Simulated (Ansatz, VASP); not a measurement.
## Hf2ZrGe3: VASP beside Ansatz

```
Zr Hf Ge
1.0
     5.16685    0.00000    0.00000
     0.00000    5.16685    0.00000
     0.00000    0.00000    7.71546
Zr Hf Ge
1 2 3
Direct
  0.00000 0.00000 0.00000
  0.00000 0.50000 0.00000
  0.50000 0.00000 0.00000
  0.50000 0.50000 0.80742
  0.50000 0.50000 0.19258
  0.50000 0.50000 0.50000
```

Alike in both runs: functional PBE; k mesh 4 × 4 × 2; occupations gaussian, width 0.2 eV; no spin polarisation.

Ansatz relaxed the structure, and its values are those at the end. VASP's run is a single point on that final structure, the one shown.

```csv
,VASP,Ansatz
version,VASP 6.6.1,Ansatz 0.2.0
potentials or method,"VASP PAW PBE potentials, release 64 (Zr_sv, Hf_pv, Ge_d), cutoff 500 eV","scalar-relativistic, plane waves, PAW"
valence electrons in the cell,74,106
```

```tsv
	VASP	Ansatz	Ansatz less VASP
gap on the k mesh at the Fermi level (eV)	none	none	-
pressure (GPa)	-0.2	0.0	+0.15
```

A gap of «none» marks a metal or a gap that the smearing closes. VASP's potentials hold 74 valence electrons a cell and Ansatz's 106, so a difference there can come from the potentials and not from the codes.

The k mesh is coarse, so the values compare programs but aren't converged. Spin-orbit coupling is off throughout.
